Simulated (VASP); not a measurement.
# MnSe (Fm-3m) in VASP: a series of runs, part 2 of 2

VASP 6.6.1.

## (3) Single point, LDA+U, collinear spin, ferromagnetic start

Input file INCAR:

```
PREC = Accurate
ENCUT = 520
EDIFF = 1E-6
ISMEAR = -1
SIGMA = 0.05
LREAL = False
LASPH = True
NELM = 150
ALGO = Normal
ISIF = 2
LWAVE = False
LCHARG = True
ISPIN = 2
MAGMOM = 2.8 0
LORBIT = 11
LMAXMIX = 4
LDAU = True
LDAUTYPE = 2
LDAUL = 2 -1
LDAUU = 4 0
LDAUJ = 0 0
LDAUPRINT = 1
LELF = True
LVHAR = True
NBANDS = 20
```

Input file KPOINTS:

```
Automatic mesh
0
Gamma
  11 11 11
```

Input file POSCAR:

```
MnSe
1.0
    0.0000000000      2.7200000000      2.7200000000
    2.7200000000      0.0000000000      2.7200000000
    2.7200000000      2.7200000000      0.0000000000
Mn Se
1 1
Direct
    0.0000000000      0.0000000000      0.0000000000
    0.5000000000      0.5000000000      0.5000000000
```

Potentials or basis: VASP PAW LDA potentials, release 64 (Mn_pv, Se).

Started as:

```console
cat potpaw_LDA.64/Mn_pv/POTCAR potpaw_LDA.64/Se/POTCAR > POTCAR
mpirun -np 1 vasp_std > vasp.out
```

OUTCAR:

```text
PREC = Accurate
   ENCUT = 520
   EDIFF = 1E-6
   ISMEAR = -1
   LREAL = False
   LASPH = True
   NELM = 150
   ISIF = 2
   ISPIN = 2
   LORBIT = 11

 ion  position               nearest neighbor table
   1  0.000  0.000  0.000-   2 2.72   2 2.72   2 2.72   2 2.72   2 2.72   2 2.72
   2  0.500  0.500  0.500-   1 2.72   1 2.72   1 2.72   1 2.72   1 2.72   1 2.72

  LATTYP: Found a face centered cubic cell.
 ALAT       =     5.4400000000

  Lattice vectors:

 A1 = (   0.0000000000,   2.7200000000,   2.7200000000)
 A2 = (   2.7200000000,   0.0000000000,   2.7200000000)
 A3 = (   2.7200000000,   2.7200000000,   0.0000000000)

Analysis of symmetry for initial positions (statically):
=====================================================================
 Subroutine PRICEL returns:
 Original cell was already a primitive cell.

 Routine SETGRP: Setting up the symmetry group for a
 face centered cubic supercell.

 Subroutine GETGRP returns: Found 48 space group operations
 (whereof 48 operations were pure point group operations)
[... 231 lines left out ...]
      6       0.4376      1.00000
[... 1097 lines left out ...]
     19      18.8676      0.00000
     20      21.0017      0.00000

 [... further k-points ...]

------------------------ aborting loop because EDIFF is reached ----------------------------------------

  FORCE on cell =-STRESS in cart. coord.  units (eV):
  Direction    XX          YY          ZZ          XY          YZ          ZX
  --------------------------------------------------------------------------------------
  -------------------------------------------------------------------------------------
  Total       -0.4690066     -0.4690066     -0.4690066     -0.0000000      0.0000000     -0.0000000
  in kB      -18.6703667    -18.6703667    -18.6703667     -0.0000000      0.0000000     -0.0000000
  external PRESSURE =     -18.6703667 kB  Pullay stress =       0.0000000 kB

 VOLUME and BASIS-vectors are now :
 -----------------------------------------------------------------------------
  energy-cutoff  :      520.00
  volume of cell :       40.25
      direct lattice vectors                 reciprocal lattice vectors
     0.000000000  2.720000000  2.720000000    -0.183823529  0.183823529  0.183823529
     2.720000000  0.000000000  2.720000000     0.183823529 -0.183823529  0.183823529
     2.720000000  2.720000000  0.000000000     0.183823529  0.183823529 -0.183823529

 POSITION                                       TOTAL-FORCE (eV/Angst)
 -----------------------------------------------------------------------------------
      0.00000      0.00000      0.00000         0.000000     -0.000000     -0.000000
      2.72000      2.72000      2.72000        -0.000000      0.000000      0.000000
 -----------------------------------------------------------------------------------
    total drift:                               -0.000000      0.000000      0.000000

  FREE ENERGIE OF THE ION-ELECTRON SYSTEM (eV)
  ---------------------------------------------------
  free  energy   TOTEN  =       -12.8193724849 eV

  energy  without entropy=      -12.8190395258  energy(sigma->0) =      -12.81920601

 total charge

# of ion       s       p       d       tot
------------------------------------------
    1        0.235   6.167   4.896  11.298
    2        1.446   2.448   0.024   3.918
--------------------------------------------------
tot          1.681   8.615   4.920  15.216

 magnetization (x)

# of ion       s       p       d       tot
------------------------------------------
    1        0.046   0.036   4.468   4.550
    2        0.018   0.071   0.013   0.102
--------------------------------------------------
tot          0.064   0.107   4.481   4.652
```

stdout:

```text
POSCAR found type information on POSCAR MnSe
 POSCAR found :  2 types and       2 ions
 scaLAPACK will be used
 LDA part: xc-table for (Slater(with rela. corr.)+CA(PZ))
 , standard interpolation
 POSCAR, INCAR and KPOINTS ok, starting setup
 FFT: planning ... GRIDC
 FFT: planning ... GRID_SOFT
 FFT: planning ... GRID
 WAVECAR not read
 entering main loop
```

Run time: 99 s. Hardware: 1 thread of Intel Xeon Platinum 8259CL at 2.50GHz (Skylake/Cascade Lake), shared host; peak memory 0.2 GiB.

Results:

```
Free energy                                           : -12.8194 eV
Pressure                                              : -1.9 GPa
Band gap on the k mesh                                : 0.30 eV, indirect (least direct gap 1.93 eV)
Net moment                                            : 5.00 μB per cell
Site moments                                          : Mn +4.55; Se +0.10 μB
Valence electrons inside the program's atomic spheres : Mn 11.30; Se 3.92
```

Levels at points of the mesh, in eV from the valence-band top:
Spin up:
| k point | band 8 | band 9 | band 10 | band 11 | band 12 | band 13 | band 14 | band 15 | band 16 | band 17 |
| --- | --- | --- | --- | --- | --- | --- | --- | --- | --- | --- |
| (0.00, 0.00, 0.00) | -5.00 | -5.00 | -1.16 | -1.16 | -1.16 | 1.16 | 8.14 | 8.14 | 8.14 | 9.58 |
Spin down:
| k point | band 5 | band 6 | band 7 | band 8 | band 9 | band 10 |
| --- | --- | --- | --- | --- | --- | --- |
| (0.00, 0.00, 0.00) | -0.91 | -0.91 | -0.91 | 1.54 | 1.54 | 1.54 |

Eigenvalues of the final occupation matrices:
| site | spin | trace | eigenvalues |
| --- | --- | --- | --- |
| site 1 d | 1 | 4.70 | 0.93 0.93 0.93 0.95 0.95 |
| site 1 d | 2 | 0.22 | 0.02 0.02 0.02 0.08 0.08 |

Caveat: a cell with one magnetic atom can't hold antiferromagnetic order, which such compounds often take. A k mesh can miss the band edges.

## (4) Single point, LDA+U, collinear spin, ferromagnetic start

Input file INCAR:

```
SYSTEM = MnSe
  PREC = Accurate
  ENCUT = 520
  EDIFF = 1E-6
  ISMEAR = -1
  SIGMA = 0.05
  LREAL = .False.
  LASPH = .True.
  NELM = 150
  ALGO = Normal
  ISIF = 2
  LWAVE = .False.
  LCHARG = .False.
  ISPIN = 2
  MAGMOM = 2.8 0
  LORBIT = 11
  LMAXMIX = 4
  LDAU = .True.
  LDAUTYPE = 2
  LDAUL = 2 -1
  LDAUU = 6 0
  LDAUJ = 0 0
  LDAUPRINT = 1
  GGA = CA
  NBANDS = 20
```

Input file KPOINTS:

```
regular mesh
0
Gamma
  11 11 11
  0 0 0
```

POSCAR is that of step 3.

Started as:

```console
cat potpaw_LDA.64/Mn_pv/POTCAR potpaw_LDA.64/Se/POTCAR > POTCAR
mpirun -np 1 vasp_std > vasp.out
```

Wall time 1.8 min (1 thread of Intel Xeon Platinum 8259CL at 2.50GHz (Skylake/Cascade Lake), shared host); peak memory 0.2 GiB.

Results (log left out):

| Quantity | Value |
| --- | --- |
| Free energy | -12.3679 eV |
| Pressure | -0.6 GPa |
| Band gap on the k mesh | 0.57 eV, indirect (least direct gap 2.06 eV) |
| Net moment | 5.00 μB per cell |
| Site moments | Mn +4.62; Se +0.07 μB |
| Valence electrons inside the program's atomic spheres | Mn 11.29; Se 3.93 |

Levels at points of the mesh, in eV from the valence-band top:
Spin up:
| k point | band 9 | band 10 | band 11 | band 12 | band 13 | band 14 | band 15 | band 16 |
| --- | --- | --- | --- | --- | --- | --- | --- | --- |
| (0.00, 0.00, 0.00) | -5.69 | -0.92 | -0.92 | -0.92 | 1.35 | 8.17 | 8.17 | 8.17 |
Spin down:
```csv
k point,band 3,band 4,band 5,band 6,band 7,band 8,band 9,band 10,band 11,band 12
"(0.00, 0.00, 0.00)",-45.81,-13.75,-0.71,-0.71,-0.71,2.20,2.41,2.41,2.41,2.51
```

Eigenvalues of the final occupation matrices:
```tsv
site	spin	trace	eigenvalues
site 1 d	1	4.73	0.94 0.94 0.94 0.96 0.96
site 1 d	2	0.17	0.01 0.01 0.01 0.07 0.07
```

Caveat: a cell with one magnetic atom can't hold antiferromagnetic order, which such compounds often take. A k mesh can miss the band edges.

## (5) Summary

```tsv
U	gap on the mesh (eV)	pressure (GPa)	moment (μB)
Mn d U = 2.0 eV	none	-4.2	4.91
Mn d U = 4.0 eV	0.30	-1.9	5.00
Mn d U = 6.0 eV	0.57	-0.6	5.00
```

Alike in all rows: task single point; level LDA+U; potentials or basis VASP PAW LDA potentials, release 64 (Mn_pv, Se); spin collinear, ferromagnetic start; cell as given; k mesh 11 × 11 × 11; cutoff (eV) 520; smearing fermi-dirac 0.05 eV.

On the cell as given the gap runs from zero (LDA+U) to 0.57 eV (LDA+U).

Caveats: a cell with one magnetic atom can't hold antiferromagnetic order, which such compounds often take.

Total energies depend on the potentials used, so only differences within one code and one set of settings carry meaning.
